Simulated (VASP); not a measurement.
## MoS2: single point with PBEsol

MoS2:

```xyz
3
Lattice="3.2488 0.0000 0.0000 -1.6244 2.8136 0.0000 0.0000 0.0000 6.3543" Properties=species:S:1:pos:R:3 pbc="T T T"
Mo    0.0000    0.0000    3.1771
S     1.6244    0.9379    4.7319
S     0.0000    1.8757    1.6224
```

```json
{
  "Program": "VASP 6.6.1",
  "Task": "single point",
  "Functional": "PBEsol",
  "Potentials or basis": "VASP PAW PBE potentials, release 64 (Mo_sv, S)",
  "Cutoff": "520 eV",
  "k mesh": "9 × 9 × 4",
  "Occupations": "fermi-dirac, width 0.05 eV",
  "Spin": "no spin polarisation"
}
```

```json
{"Pressure": "-5.8 GPa", "Largest force": "0.277 eV/Å", "Band gap on the k mesh": "zero (band 13 reaches 7.19 eV, above the bottom of band 14 at 6.20 eV)"}
```

Forces in eV/Å, atoms in the order of the input:
```
Mo   0.000  0.000  0.000
S    0.000  0.000 -0.277
S    0.000  0.000  0.277
```

Stress tensor (GPa, compression positive):
```
-6.96  0.00  0.00
 0.00 -6.96  0.00
 0.00  0.00 -3.58
```

Levels at points of the mesh, in eV from the Fermi level:
| k point | band 9 | band 10 | band 11 | band 12 | band 13 | band 14 | band 15 | band 16 | band 17 | band 18 |
| --- | --- | --- | --- | --- | --- | --- | --- | --- | --- | --- |
| (0.00, 0.00, 0.00) | -3.94 | -1.80 | -1.03 | -0.91 | -0.91 | -0.31 | -0.31 | 3.14 | 3.14 | 5.91 |
| (0.00, 0.00, 0.50) | -3.93 | -3.52 | -0.92 | -0.92 | -0.37 | -0.37 | -0.08 | 3.29 | 3.29 | 5.99 |

It took 70 s on 1 thread of AMD EPYC 7571, with other jobs on the host, peak memory 0.16 GiB.

Caveat: the PAW data sets were made with another functional, which shifts forces and pressure a little; this functional lacks dispersion, which binds the layers, so the pressure and a relaxed spacing across them are unreliable.
